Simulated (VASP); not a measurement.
# SiO2 (P6_322) in VASP: further runs

Runs on SiO2. Level: PBE. Tasks: single point, relaxation of shape and atoms at fixed volume.

Program: VASP 6.6.1. These are calculated values, not measurements. Logs are shortened: lines on timing, memory, paths and dates and some standing lists are left out, and cuts for length are marked.

## Step 1: The cell of the first run

Symmetry: P6_322, No. 182, hexagonal system. The conventional cell has a = 5.099 Å, b = 5.099 Å, c = 8.629 Å, α = 90.00°, β = 90.00°, γ = 120.00°. Si (site symmetry 3) has 4 O at 1.62 Å within 2.1 Å. Within 2.2 Å of O (site symmetry 2) lie 2 Si at 1.62 Å. O (site symmetry 32) has 2 Si at 1.62 Å within 2.1 Å.

## Step 2: Single point, PBE

Input file INCAR:

```
SYSTEM = SiO2
  PREC = Accurate
  ENCUT = 520
  EDIFF = 1E-6
  ISMEAR = 0
  SIGMA = 0.01
  LREAL = Auto
  LASPH = .TRUE.
  NELM = 80
  ALGO = Normal
  ISIF = 2
  LWAVE = .FALSE.
  LCHARG = .FALSE.
  GGA = PE
  NBANDS = 120
```

Input file KPOINTS:

```
regular mesh
0
G
  2 2 2
  0 0 0
```

Input file POSCAR:

```
SiO2
1.0
    0.0000000000      0.0000000000     -8.6285745866
    7.6489545312     -4.4161259577      0.0000000000
   -7.6489545313     -4.4161259576      0.0000000000
Si O
12 24
Direct
    0.0627957571      0.3333333333      0.3333333333
    0.0627957571      0.6666666667      1.0000000000
    0.0627957571      0.0000000000      0.6666666667
    0.4372042429      0.3333333333      0.3333333333
    0.4372042429      0.6666666667      1.0000000000
    0.4372042429      0.0000000000      0.6666666667
    0.9372042429      0.0000000000      0.3333333333
    0.9372042429      0.3333333333      1.0000000000
    0.9372042429      0.6666666667      0.6666666667
    0.5627957571      0.0000000000      0.3333333333
    0.5627957571      0.3333333333      1.0000000000
    0.5627957571      0.6666666667      0.6666666667
    1.0000000000      0.3884150874      0.1942075437
    1.0000000000      0.7217484208      0.8608742104
    1.0000000000      0.0550817541      0.5275408770
    0.5000000000      0.1942075437      0.3884150874
    0.5000000000      0.5275408770      0.0550817541
    0.5000000000      0.8608742104      0.7217484208
    0.5000000000      0.8608742104      0.1391257896
    0.5000000000      0.1942075437      0.8057924563
    0.5000000000      0.5275408770      0.4724591230
    0.0000000000      0.1391257896      0.2782515792
    0.0000000000      0.4724591230      0.9449182459
    0.0000000000      0.8057924563      0.6115849126
    0.5000000000      0.9449182459      0.4724591230
    0.5000000000      0.2782515792      0.1391257896
    0.5000000000      0.6115849126      0.8057924563
    0.2500000000      0.3333333333      0.3333333333
    0.2500000000      0.6666666667      1.0000000000
    0.2500000000      0.0000000000      0.6666666667
    0.7500000000      0.0000000000      0.3333333333
    0.7500000000      0.3333333333      1.0000000000
    0.7500000000      0.6666666667      0.6666666667
    0.0000000000      0.8057924563      0.1942075437
    0.0000000000      0.1391257896      0.8608742104
    0.0000000000      0.4724591230      0.5275408770
```

Potentials or basis: VASP PAW PBE potentials, release 64 (Si, O).

On the command line:

```console
cat potpaw_PBE.64/Si/POTCAR potpaw_PBE.64/O/POTCAR > POTCAR
mpirun -np 1 vasp_std > vasp.out
```

OUTCAR:

```text
SYSTEM = SiO2
   PREC = Accurate
   ENCUT = 520
   EDIFF = 1E-6
   ISMEAR = 0
   LREAL = Auto
   LASPH = .TRUE.
   NELM = 80
   ISIF = 2
   GGA = PE

 ion  position               nearest neighbor table
   1  0.063  0.333  0.333-  28 1.62  22 1.62  13 1.62  36 1.62   7 3.14   8 3.14   9 3.14
   2  0.063  0.667  0.000-  29 1.62  23 1.62  14 1.62  34 1.62   9 3.14   7 3.14   8 3.14
   3  0.063  0.000  0.667-  30 1.62  24 1.62  35 1.62  15 1.62   9 3.14   8 3.14   7 3.14
   4  0.437  0.333  0.333-  28 1.62  16 1.62  26 1.62  21 1.62  10 3.14  11 3.14  12 3.14
   5  0.437  0.667  0.000-  29 1.62  19 1.62  27 1.62  17 1.62  12 3.14  10 3.14  11 3.14
   6  0.437  0.000  0.667-  30 1.62  18 1.62  20 1.62  25 1.62  12 3.14  11 3.14  10 3.14
   7  0.937  0.000  0.333-  31 1.62  22 1.62  34 1.62  15 1.62   1 3.14   2 3.14   3 3.14
   8  0.937  0.333  0.000-  32 1.62  35 1.62  13 1.62  23 1.62   1 3.14   3 3.14   2 3.14
   9  0.937  0.667  0.667-  33 1.62  24 1.62  14 1.62  36 1.62   3 3.14   2 3.14   1 3.14
  10  0.563  0.000  0.333-  31 1.62  16 1.62  19 1.62  25 1.62   4 3.14   5 3.14   6 3.14
  11  0.563  0.333  0.000-  32 1.62  17 1.62  26 1.62  20 1.62   4 3.14   6 3.14   5 3.14
  12  0.563  0.667  0.667-  33 1.62  18 1.62  27 1.62  21 1.62   6 3.14   5 3.14   4 3.14
  13  0.000  0.388  0.194-   1 1.62   8 1.62
  14  0.000  0.722  0.861-   2 1.62   9 1.62
  15  0.000  0.055  0.528-   7 1.62   3 1.62
  16  0.500  0.194  0.388-   4 1.62  10 1.62
  17  0.500  0.528  0.055-  11 1.62   5 1.62
  18  0.500  0.861  0.722-   6 1.62  12 1.62
[... 16 lines left out ...]
  35  0.000  0.139  0.861-   8 1.62   3 1.62
  36  0.000  0.472  0.528-   9 1.62   1 1.62

  LATTYP: Found a hexagonal cell.
 ALAT       =     8.8322519153
 C/A-ratio  =     0.9769393660

  Lattice vectors:

 A1 = (   7.6489545312,  -4.4161259577,   0.0000000000)
 A2 = (  -7.6489545313,  -4.4161259576,   0.0000000000)
 A3 = (   0.0000000000,   0.0000000000,  -8.6285745866)

Analysis of symmetry for initial positions (statically):
=====================================================================
 Subroutine PRICEL returns following result:

  LATTYP: Found a hexagonal cell.
 ALAT       =     5.0993030203
 C/A-ratio  =     1.6921086180

  Lattice vectors:

 A1 = (  -2.5496515109,   4.4161259568,   0.0000000000)
 A2 = (   5.0993030211,   0.0000000004,   0.0000000000)
 A3 = (   0.0000000000,   0.0000000000,  -8.6285745866)

   3 primitive cells build up your supercell.

 Routine SETGRP: Setting up the symmetry group for a
 hexagonal supercell.

 Subroutine GETGRP returns: Found 12 space group operations
 (whereof  6 operations were pure point group operations)
 out of a pool of 24 trial point group operations.

The static configuration has the point symmetry D_3 .
 The point group associated with its full space group is D_6 .

Analysis of symmetry for dynamics (positions and initial velocities):
=====================================================================
 Subroutine PRICEL returns following result:

  LATTYP: Found a hexagonal cell.
 ALAT       =     5.0993030203
 C/A-ratio  =     1.6921086180

  Lattice vectors:

 A1 = (  -2.5496515109,   4.4161259568,   0.0000000000)
 A2 = (   5.0993030211,   0.0000000004,   0.0000000000)
 A3 = (   0.0000000000,   0.0000000000,  -8.6285745866)

   3 primitive cells build up your supercell.

 Routine SETGRP: Setting up the symmetry group for a
 hexagonal supercell.

 Subroutine GETGRP returns: Found 12 space group operations
 (whereof  6 operations were pure point group operations)
 out of a pool of 24 trial point group operations.

The dynamic configuration has the point symmetry D_3 .
 The point group associated with its full space group is D_6 .

 Subroutine INISYM returns: Found 12 space group operations
 (whereof  6 operations are pure point group operations),
 and found     3 'primitive' translations

----------------------------------------------------------------------------------------

                                     Primitive cell

  volume of cell :     194.3083

  direct lattice vectors                    reciprocal lattice vectors
    -2.549651511  4.416125957  0.000000000    -0.000000000  0.226442817  0.000000000
     5.099303021  0.000000000  0.000000000     0.196105232  0.113221408  0.000000000
     0.000000000  0.000000000 -8.628574587     0.000000000  0.000000000 -0.115893997

  length of vectors
     5.099303020  5.099303021  8.628574587     0.226442817  0.226442817  0.115893997

  position of ions in fractional coordinates (direct lattice)
     0.333333333  0.666666667  0.062795757
     0.333333333  0.666666667  0.437204243
     0.666666667  0.333333333  0.937204243
     0.666666667  0.333333333  0.562795757
     0.417377369  1.000000000  0.000000000
     0.417377369  0.417377369  0.500000000
     1.000000000  0.582622631  0.500000000
     0.582622631  0.582622631  0.000000000
     0.582622631  1.000000000  0.500000000
     0.333333333  0.666666667  0.250000000
     0.666666667  0.333333333  0.750000000
     1.000000000  0.417377369  0.000000000

  ion indices of the primitive-cell ions
   primitive index   ion index
                 1           1
                 2           4
                 3           7
                 4          10
                 5          13
                 6          16
                 7          21
                 8          22
                 9          26
                10          28
                11          31
                12          36

----------------------------------------------------------------------------------------

 KPOINTS: regular mesh

Automatic generation of k-mesh.
 Grid dimensions read from file:
 generate k-points for:    2    2    2

 Generating k-lattice:

  Cartesian coordinates                     Fractional coordinates (reciprocal lattice)
     0.000000000  0.000000000 -0.057946999     0.500000000  0.000000000  0.000000000
     0.032684205 -0.056610704  0.000000000     0.000000000  0.500000000  0.000000000
    -0.032684205 -0.056610704  0.000000000     0.000000000  0.000000000  0.500000000

  Length of vectors
     0.057946999  0.065368411  0.065368411

  Shift w.r.t. Gamma in fractional coordinates (k-lattice)
     0.000000000  0.000000000  0.000000000

 Subroutine IBZKPT returns following result:
 ===========================================

 Found      4 irreducible k-points:

 Following reciprocal coordinates:
            Coordinates               Weight
  0.000000  0.000000  0.000000      1.000000
  0.500000  0.000000  0.000000      1.000000
  0.000000  0.500000 -0.000000      3.000000
  0.500000  0.500000 -0.000000      3.000000
   k-points           NKPTS =      4   k-points in BZ     NKDIM =      4   number of bands    NBANDS=    120
   number of dos      NEDOS =    301   number of ions     NIONS =     36
   total plane-waves  NPLWV = 313600
   dimension x,y,z NGX =    64 NGY =   70 NGZ =   70
   dimension x,y,z NGXF=   128 NGYF=  140 NGZF=  140
   ions per type =              12  24
   NGX,Y,Z   is equivalent  to a cutoff of  12.33, 13.18, 13.18 a.u.
   NGXF,Y,Z  is equivalent  to a cutoff of  24.66, 26.35, 26.35 a.u.
 SYSTEM =  SiO2
   PREC   = accura    normal or accurate (medium, high low for compatibility)
   ISTART =      0    job   : 0-new  1-cont  2-samecut
   ICHARG =      2    charge: 1-file 2-atom 10-const
   ISPIN  =      1    spin polarized calculation?
   LNONCOLLINEAR =      F non collinear calculations
   LSORBIT =      F    spin-orbit coupling
   LASPH  =      T    aspherical Exc in radial PAW
   ENCUT  =  520.0 eV  38.22 Ry    6.18 a.u.  16.04 16.42 16.42*2*pi/ulx,y,z
   NELM   =     80;   NELMIN=  2; NELMDL= -5     # of ELM steps
   EDIFF  = 0.1E-05   stopping-criterion for ELM
   LREAL  =      T    real-space projection
   EDIFFG = 0.1E-04   stopping-criterion for IOM
   NSW    =      0    number of steps for IOM
   IBRION =     -1    ionic relax: 0-MD 1-quasi-New 2-CG
   NFREE  =      0    steps in history (QN), initial steepest desc. (CG)
   ISIF   =      2    stress and relaxation
   ISYM   =      2    0-nonsym 1-usesym 2-fastsym
   POTIM  = 0.5000    time-step for ionic-motion
   TEBEG  =    0.0;   TEEND  =   0.0 temperature during run
   PSTRESS=    0.0 pullay stress
   NELECT =     192.0000    total number of electrons
   NUPDOWN=      -1.0000    fix difference up-down
   EMIN   =  10.00;   EMAX   =-10.00  energy-range for DOS
   EFERMI =   0.00;   METHOD = LEGACY
   ISMEAR =     0;   SIGMA  =   0.01  broadening in eV -4-tet -1-fermi 0-gaus
   EFERMI_NEDOS =   21; number of points for ismear=-14 and -15
   IALGO  =     38    algorithm
   IMIX   =      4    mixing-type and parameters
     AMIX     =   0.40;   BMIX     =  1.00
     AMIX_MAG =   1.60;   BMIX_MAG =  1.00
  volume/ion in A,a.u.               =      16.19       109.27
  Fermi-wavevector in a.u.,A,eV,Ry     =   1.130588  2.136502 17.391365  1.278229
  Thomas-Fermi vector in A             =   2.267285
   LORBIT       =      0    0 simple, 1 ext, 2 COOP (PROOUT), +10 PAW based schemes
   GGA     = PE    functional components
   LHFCALC =     F    Hartree Fock is set to
   AEXX    =    0.0000 exact exchange contribution
   IVDW    =     0    specifies the selected vdW correction
   LEPSILON=     F    determine dielectric tensor
   LRPA    =     F    only Hartree local field effects (RPA)
 non-spin polarized calculation
 Gauss-broadening in eV      SIGMA  =   0.01
  energy-cutoff  :      520.00
  volume of cell :      582.92
 maximum number of plane-waves:     15764
   NGX = 33   NGY = 33   NGZ = 33

 number of electron     191.9999912 magnetization

 Free energy of the ion-electron system (eV)
  ---------------------------------------------------
  ext. energy  EPLUGINS =         0.00000000
  ---------------------------------------------------
  free energy    TOTEN  =      -284.81334797 eV

  energy without entropy =     -284.81334797  energy(sigma->0) =     -284.81334797

 E-fermi :  -0.6112     XC(G=0):  -7.7678

 val. band max:       -0.6756805128   @ k =   0.0000   0.5000  -0.0000
 cond. band min:       4.8167095981   @ k =   0.0000   0.0000   0.0000
 fundamental gap:      5.4923901110
 Fermi energy:        -0.6112203346

 k-point     1 :       0.0000    0.0000    0.0000
  band No.  band energies     occupation
      1     -19.9737      2.00000
      2     -19.5817      2.00000
      3     -19.3356      2.00000
      4     -19.3356      2.00000
      5     -19.3356      2.00000
      6     -19.3356      2.00000
[... 100 lines left out ...]
    107       8.2382      0.00000
    108       8.2382      0.00000

 k-point     2 :       0.5000    0.0000    0.0000
  band No.  band energies     occupation
      1     -19.8143      2.00000
      2     -19.8143      2.00000
      3     -19.3326      2.00000
      4     -19.3326      2.00000
      5     -19.3326      2.00000
      6     -19.3326      2.00000
[... 100 lines left out ...]
    107       8.2328      0.00000
    108       8.2328      0.00000

 k-point     3 :       0.0000    0.5000   -0.0000
  band No.  band energies     occupation
      1     -19.7703      2.00000
      2     -19.7703      2.00000
      3     -19.5544      2.00000
      4     -19.3566      2.00000
      5     -19.3566      2.00000
      6     -19.1129      2.00000
[... 100 lines left out ...]
    107       8.1967      0.00000
    108       8.3896      0.00000

 k-point     4 :       0.5000    0.5000   -0.0000
  band No.  band energies     occupation
      1     -19.6164      2.00000
      2     -19.6164      2.00000
      3     -19.6164      2.00000
      4     -19.6164      2.00000
      5     -19.4284      2.00000
      6     -19.4284      2.00000
[... 100 lines left out ...]
    107       8.4335      0.00000
    108       8.4335      0.00000
 [bands above 108 left out]

------------------------ aborting loop because EDIFF is reached ----------------------------------------

  FORCE on cell =-STRESS in cart. coord.  units (eV):
  Direction    XX          YY          ZZ          XY          YZ          ZX
  --------------------------------------------------------------------------------------
  -------------------------------------------------------------------------------------
  Total        0.2951266      0.2951266      0.1392639      0.0000000      0.0000000      0.0000000
  in kB        0.8111598      0.8111598      0.3827689      0.0000000      0.0000000      0.0000000
  external PRESSURE =       0.6683628 kB  Pullay stress =       0.0000000 kB

 VOLUME and BASIS-vectors are now :
 -----------------------------------------------------------------------------
  energy-cutoff  :      520.00
  volume of cell :      582.92
      direct lattice vectors                 reciprocal lattice vectors
     0.000000000  0.000000000 -8.628574587     0.000000000  0.000000000 -0.115893997
     7.648954531 -4.416125958  0.000000000     0.065368411 -0.113221408  0.000000000
    -7.648954531 -4.416125958  0.000000000    -0.065368411 -0.113221408  0.000000000

 POSITION                                       TOTAL-FORCE (eV/Angst)
 -----------------------------------------------------------------------------------
     -0.00000     -2.94408     -0.54184        -0.000000     -0.000000     -0.008364
      5.09930     -2.94408     -0.54184        -0.000000     -0.000000     -0.008364
     -5.09930     -2.94408     -0.54184        -0.000000     -0.000000     -0.008364
     -0.00000     -2.94408     -3.77245        -0.000000     -0.000000      0.008364
      5.09930     -2.94408     -3.77245        -0.000000     -0.000000      0.008364
     -5.09930     -2.94408     -3.77245        -0.000000     -0.000000      0.008364
[... 28 lines left out ...]
     -5.52062     -4.41613      0.00000         0.003103     -0.000000      0.000000
     -0.42132     -4.41613      0.00000         0.003103     -0.000000     -0.000000
 -----------------------------------------------------------------------------------
    total drift:                                0.000000      0.000000     -0.000000

  FREE ENERGIE OF THE ION-ELECTRON SYSTEM (eV)
  ---------------------------------------------------
  free  energy   TOTEN  =      -284.8133479715 eV

  energy  without entropy=     -284.8133479715  energy(sigma->0) =     -284.81334797
```

It took 14 min on 1 thread of AMD EPYC 7R13, shared host; peak memory 0.68 GiB.

What came out:

```yaml
Free_energy: -284.8133 eV
Pressure: 0.1 GPa
Largest_force: 0.008 eV/Å
Band_gap_on_the_k_mesh: 5.49 eV
```

Forces on the atoms (eV/Å):
```
Si   0.000  0.000 -0.008
Si   0.000  0.000 -0.008
Si   0.000  0.000 -0.008
Si   0.000  0.000  0.008
Si   0.000  0.000  0.008
Si   0.000  0.000  0.008
Si   0.000  0.000  0.008
Si   0.000  0.000  0.008
Si   0.000  0.000  0.008
Si   0.000  0.000 -0.008
Si   0.000  0.000 -0.008
Si   0.000  0.000 -0.008
O   -0.002  0.003  0.000
O   -0.002  0.003  0.000
O   -0.002  0.003  0.000
O    0.002  0.003  0.000
O    0.002  0.003  0.000
O    0.002  0.003  0.000
O   -0.003  0.000  0.000
O   -0.003  0.000  0.000
O   -0.003  0.000  0.000
O   -0.002 -0.003  0.000
O   -0.002 -0.003  0.000
O   -0.002 -0.003  0.000
O    0.002 -0.003  0.000
O    0.002 -0.003  0.000
O    0.002 -0.003  0.000
O    0.000  0.000  0.000
O    0.000  0.000  0.000
O    0.000  0.000  0.000
O    0.000  0.000  0.000
O    0.000  0.000  0.000
O    0.000  0.000  0.000
O    0.003  0.000  0.000
O    0.003  0.000  0.000
O    0.003  0.000  0.000
```

(Continued in part 2 of 2.)
